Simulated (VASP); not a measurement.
# TaTl (F-43m) in VASP: further runs

TaTl is run at these levels: PBE; tasks: single point.

All numbers are computed with VASP 6.6.1; they aren't measurements. Logs are shortened: lines on timing, memory, paths and dates and some standing lists are left out, and cuts for length are marked.

## Step 1: The cell of the first run

The structure is cubic, space group F-43m (No. 216). The conventional cell has a = 5.891 Å, b = 5.891 Å, c = 5.891 Å, α = 90.00°, β = 90.00°, γ = 90.00°. Ta (site symmetry -43m) has 4 Tl at 2.55 Å within 3.4 Å. Tl (site symmetry -43m) has 4 Ta at 2.55 Å within 3.4 Å.

## Step 2: Single point, PBE

INCAR

```
ALGO = Normal
EDIFF = 1E-7
ENCUT = 520
GGA = PE
ISIF = 2
ISMEAR = 0
LASPH = True
LCHARG = False
LREAL = False
LWAVE = False
NBANDS = 19
NELM = 100
PREC = Accurate
SIGMA = 0.1
```

KPOINTS

```
k-points
0
Gamma
  6 6 6
```

POSCAR

```
TaTl
1.0
    0.0000000000      2.9457291755      2.9457291755
    2.9457291755      0.0000000000      2.9457291755
    2.9457291755      2.9457291755      0.0000000000
Ta Tl
1 1
Direct
    0.0000000000      0.0000000000      0.0000000000
    0.7500000000      0.7500000000      0.7500000000
```

Potentials or basis: VASP PAW PBE potentials, release 64 (Ta_pv, Tl_d).

Started as:

```
> cat potpaw_PBE.64/Ta_pv/POTCAR potpaw_PBE.64/Tl_d/POTCAR > POTCAR
> mpirun -np 1 vasp_std > vasp.out
```

OUTCAR:

```text
EDIFF = 1E-7
   ENCUT = 520
   GGA = PE
   ISIF = 2
   ISMEAR = 0
   LASPH = True
   LREAL = False
   NELM = 100
   PREC = Accurate

 ion  position               nearest neighbor table
   1  0.000  0.000  0.000-   2 2.55   2 2.55   2 2.55   2 2.55
   2  0.750  0.750  0.750-   1 2.55   1 2.55   1 2.55   1 2.55

  LATTYP: Found a face centered cubic cell.
 ALAT       =     5.8914583510

  Lattice vectors:

 A1 = (   0.0000000000,   2.9457291755,   2.9457291755)
 A2 = (   2.9457291755,   0.0000000000,   2.9457291755)
 A3 = (   2.9457291755,   2.9457291755,   0.0000000000)

Analysis of symmetry for initial positions (statically):
=====================================================================
 Subroutine PRICEL returns:
 Original cell was already a primitive cell.

 Routine SETGRP: Setting up the symmetry group for a
 face centered cubic supercell.

 Subroutine GETGRP returns: Found 24 space group operations
 (whereof 24 operations were pure point group operations)
 out of a pool of 48 trial point group operations.

The static configuration has the point symmetry T_d .

Analysis of symmetry for dynamics (positions and initial velocities):
=====================================================================
 Subroutine PRICEL returns:
 Original cell was already a primitive cell.

 Routine SETGRP: Setting up the symmetry group for a
 face centered cubic supercell.

 Subroutine GETGRP returns: Found 24 space group operations
 (whereof 24 operations were pure point group operations)
 out of a pool of 48 trial point group operations.

The dynamic configuration has the point symmetry T_d .

 Subroutine INISYM returns: Found 24 space group operations
 (whereof 24 operations are pure point group operations),
 and found     1 'primitive' translations

----------------------------------------------------------------------------------------

                                     Primitive cell

  volume of cell :      51.1221

  direct lattice vectors                    reciprocal lattice vectors
     0.000000000  2.945729175  2.945729175    -0.169737260  0.169737260  0.169737260
     2.945729175  0.000000000  2.945729175     0.169737260 -0.169737260  0.169737260
     2.945729175  2.945729175  0.000000000     0.169737260  0.169737260 -0.169737260

  length of vectors
     4.165890151  4.165890151  4.165890151     0.293993559  0.293993559  0.293993559

  position of ions in fractional coordinates (direct lattice)
     0.000000000  0.000000000  0.000000000
     0.750000000  0.750000000  0.750000000

  ion indices of the primitive-cell ions
   primitive index   ion index
                 1           1
                 2           2

----------------------------------------------------------------------------------------

 KPOINTS: k-points

Automatic generation of k-mesh.
 Grid dimensions read from file:
 generate k-points for:    6    6    6

 Generating k-lattice:

  Cartesian coordinates                     Fractional coordinates (reciprocal lattice)
    -0.028289543  0.028289543  0.028289543     0.166666667  0.000000000  0.000000000
     0.028289543 -0.028289543  0.028289543     0.000000000  0.166666667  0.000000000
     0.028289543  0.028289543 -0.028289543     0.000000000  0.000000000  0.166666667

  Length of vectors
     0.048998926  0.048998926  0.048998926

  Shift w.r.t. Gamma in fractional coordinates (k-lattice)
     0.000000000  0.000000000  0.000000000

 Subroutine IBZKPT returns following result:
 ===========================================

 Found     16 irreducible k-points:

 Following reciprocal coordinates:
            Coordinates               Weight
  0.000000  0.000000  0.000000      1.000000
  0.166667  0.000000  0.000000      8.000000
  0.333333  0.000000  0.000000      8.000000
  0.500000  0.000000  0.000000      4.000000
  0.166667  0.166667  0.000000      6.000000
  0.333333  0.166667  0.000000     24.000000
[... 8 lines left out ...]
 -0.333333  0.333333  0.166667     24.000000
 -0.333333  0.500000  0.166667     12.000000
   k-points           NKPTS =     16   k-points in BZ     NKDIM =     16   number of bands    NBANDS=     19
   number of dos      NEDOS =    301   number of ions     NIONS =      2
   total plane-waves  NPLWV =  32768
   dimension x,y,z NGX =    32 NGY =   32 NGZ =   32
   dimension x,y,z NGXF=    64 NGYF=   64 NGZF=   64
   ions per type =               1   1
   NGX,Y,Z   is equivalent  to a cutoff of  12.77, 12.77, 12.77 a.u.
   NGXF,Y,Z  is equivalent  to a cutoff of  25.54, 25.54, 25.54 a.u.
 SYSTEM =  unknown system
   PREC   = accura    normal or accurate (medium, high low for compatibility)
   ISTART =      0    job   : 0-new  1-cont  2-samecut
   ICHARG =      2    charge: 1-file 2-atom 10-const
   ISPIN  =      1    spin polarized calculation?
   LNONCOLLINEAR =      F non collinear calculations
   LSORBIT =      F    spin-orbit coupling
   LASPH  =      T    aspherical Exc in radial PAW
   ENCUT  =  520.0 eV  38.22 Ry    6.18 a.u.   7.75  7.75  7.75*2*pi/ulx,y,z
   NELM   =    100;   NELMIN=  2; NELMDL= -5     # of ELM steps
   EDIFF  = 0.1E-06   stopping-criterion for ELM
   LREAL  =      F    real-space projection
   EDIFFG = 0.1E-05   stopping-criterion for IOM
   NSW    =      0    number of steps for IOM
   IBRION =     -1    ionic relax: 0-MD 1-quasi-New 2-CG
   NFREE  =      0    steps in history (QN), initial steepest desc. (CG)
   ISIF   =      2    stress and relaxation
   ISYM   =      2    0-nonsym 1-usesym 2-fastsym
   POTIM  = 0.5000    time-step for ionic-motion
   TEBEG  =    0.0;   TEEND  =   0.0 temperature during run
   PSTRESS=    0.0 pullay stress
   NELECT =      24.0000    total number of electrons
   NUPDOWN=      -1.0000    fix difference up-down
   EMIN   =  10.00;   EMAX   =-10.00  energy-range for DOS
   EFERMI =   0.00;   METHOD = LEGACY
   ISMEAR =     0;   SIGMA  =   0.10  broadening in eV -4-tet -1-fermi 0-gaus
   EFERMI_NEDOS =   21; number of points for ismear=-14 and -15
   IALGO  =     38    algorithm
   IMIX   =      4    mixing-type and parameters
     AMIX     =   0.40;   BMIX     =  1.00
     AMIX_MAG =   1.60;   BMIX_MAG =  1.00
  volume/ion in A,a.u.               =      25.56       172.49
  Fermi-wavevector in a.u.,A,eV,Ry     =   1.272357  2.404407 22.026379  1.618893
  Thomas-Fermi vector in A             =   2.405240
   LORBIT       =      0    0 simple, 1 ext, 2 COOP (PROOUT), +10 PAW based schemes
   GGA     = PE    functional components
   LHFCALC =     F    Hartree Fock is set to
   AEXX    =    0.0000 exact exchange contribution
   IVDW    =     0    specifies the selected vdW correction
   LEPSILON=     F    determine dielectric tensor
   LRPA    =     F    only Hartree local field effects (RPA)
 non-spin polarized calculation
 Gauss-broadening in eV      SIGMA  =   0.10
  energy-cutoff  :      520.00
  volume of cell :       51.12
 maximum number of plane-waves:      1384
   NGX = 15   NGY = 15   NGZ = 15

 number of electron      24.0000000 magnetization

 Free energy of the ion-electron system (eV)
  ---------------------------------------------------
  ext. energy  EPLUGINS =         0.00000000
  ---------------------------------------------------
  free energy    TOTEN  =        -9.21558373 eV

  energy without entropy =       -9.21401369  energy(sigma->0) =       -9.21479871

 E-fermi :   5.4027     XC(G=0): -10.5460

 val. band max:        5.4027417439   @ k =   0.3333   0.3333   0.0000
 cond. band min:       5.6959336367   @ k =  -0.3333   0.3333   0.1667
 fundamental gap:      0.2931918928
 Fermi energy:         5.4027424647

 k-point     1 :       0.0000    0.0000    0.0000
  band No.  band energies     occupation
      1     -29.8177      2.00000
      2     -29.8177      2.00000
      3     -29.8177      2.00000
      4      -6.7253      2.00000
      5      -6.7253      2.00000
      6      -6.7253      2.00000
[... 11 lines left out ...]
     18      14.3287      0.00000
     19      15.4121      0.00000

 k-point     2 :       0.1667    0.0000    0.0000
  band No.  band energies     occupation
      1     -29.8232      2.00000
      2     -29.8178      2.00000
      3     -29.8178      2.00000
      4      -6.7694      2.00000
      5      -6.7655      2.00000
      6      -6.7655      2.00000
[... 11 lines left out ...]
     18      13.7043      0.00000
     19      14.3307      0.00000

 k-point     3 :       0.3333    0.0000    0.0000
  band No.  band energies     occupation
      1     -29.8340      2.00000
      2     -29.8178      2.00000
      3     -29.8178      2.00000
      4      -6.8594      2.00000
      5      -6.7713      2.00000
      6      -6.7713      2.00000
[... 11 lines left out ...]
     18      12.0070      0.00000
     19      15.3301      0.00000

 k-point     4 :       0.5000    0.0000    0.0000
  band No.  band energies     occupation
      1     -29.8393      2.00000
      2     -29.8179      2.00000
      3     -29.8179      2.00000
      4      -6.9049      2.00000
      5      -6.7548      2.00000
      6      -6.7548      2.00000
[... 11 lines left out ...]
     18      11.6465      0.00000
     19      16.0627      0.00000

 k-point     5 :       0.1667    0.1667    0.0000
  band No.  band energies     occupation
      1     -29.8243      2.00000
      2     -29.8181      2.00000
      3     -29.8181      2.00000
      4      -6.8428      2.00000
      5      -6.7312      2.00000
      6      -6.7312      2.00000
[... 11 lines left out ...]
     18      12.7558      0.00000
     19      13.4428      0.00000
[... 158 lines left out ...]
      2     -29.8192      2.00000
      3     -29.8192      2.00000
      4      -6.9695      2.00000
      5      -6.7543      2.00000
      6      -6.7543      2.00000
[... 11 lines left out ...]
     18      13.5600      0.00000
     19      14.1690      0.00000

 k-point    14 :       0.5000    0.3333    0.1667
  band No.  band energies     occupation
      1     -29.8356      2.00000
      2     -29.8227      2.00000
      3     -29.8185      2.00000
      4      -6.8987      2.00000
      5      -6.8101      2.00000
      6      -6.7929      2.00000
[... 11 lines left out ...]
     18      14.0244      0.00000
     19      14.6947      0.00000

 k-point    15 :      -0.3333    0.3333    0.1667
  band No.  band energies     occupation
      1     -29.8359      2.00000
      2     -29.8259      2.00000
      3     -29.8187      2.00000
      4      -6.8919      2.00000
      5      -6.8383      2.00000
      6      -6.8177      2.00000
[... 11 lines left out ...]
     18      14.0672      0.00000
     19      16.2578      0.00000

 k-point    16 :      -0.3333    0.5000    0.1667
  band No.  band energies     occupation
      1     -29.8388      2.00000
      2     -29.8242      2.00000
      3     -29.8192      2.00000
      4      -6.9261      2.00000
      5      -6.8262      2.00000
      6      -6.8097      2.00000
[... 11 lines left out ...]
     18      14.8050      0.00000
     19      15.0373      0.00000

------------------------ aborting loop because EDIFF is reached ----------------------------------------

  FORCE on cell =-STRESS in cart. coord.  units (eV):
  Direction    XX          YY          ZZ          XY          YZ          ZX
  --------------------------------------------------------------------------------------
  -------------------------------------------------------------------------------------
  Total        6.2031161      6.2031161      6.2031161     -0.0000000     -0.0000000     -0.0000000
  in kB      194.4070662    194.4070662    194.4070662     -0.0000000     -0.0000000     -0.0000000
  external PRESSURE =     194.4070662 kB  Pullay stress =       0.0000000 kB

 VOLUME and BASIS-vectors are now :
 -----------------------------------------------------------------------------
  energy-cutoff  :      520.00
  volume of cell :       51.12
      direct lattice vectors                 reciprocal lattice vectors
     0.000000000  2.945729175  2.945729175    -0.169737260  0.169737260  0.169737260
     2.945729175  0.000000000  2.945729175     0.169737260 -0.169737260  0.169737260
     2.945729175  2.945729175  0.000000000     0.169737260  0.169737260 -0.169737260

 POSITION                                       TOTAL-FORCE (eV/Angst)
 -----------------------------------------------------------------------------------
      0.00000      0.00000      0.00000         0.000000      0.000000      0.000000
      4.41859      4.41859      4.41859        -0.000000     -0.000000     -0.000000
 -----------------------------------------------------------------------------------
    total drift:                               -0.000000     -0.000000     -0.000000

  FREE ENERGIE OF THE ION-ELECTRON SYSTEM (eV)
  ---------------------------------------------------
  free  energy   TOTEN  =        -9.2155837313 eV

  energy  without entropy=       -9.2140136931  energy(sigma->0) =       -9.21479871
```

Run time: 23 s. Hardware: 1 thread of Intel Xeon Platinum 8375C at 2.90GHz (Ice Lake), shared host; peak memory 0.18 GiB.

Results:

| Property | Result |
| --- | --- |
| Free energy | -9.2156 eV |
| Pressure | 19.4 GPa |
| Band gap on the k mesh | zero (band 12 reaches 5.89 eV, above the bottom of band 13 at 5.40 eV) |

Caveat: spin-orbit coupling is left out, which moves the levels of the heavy elements.

(Part 1 of 2 ends here.)
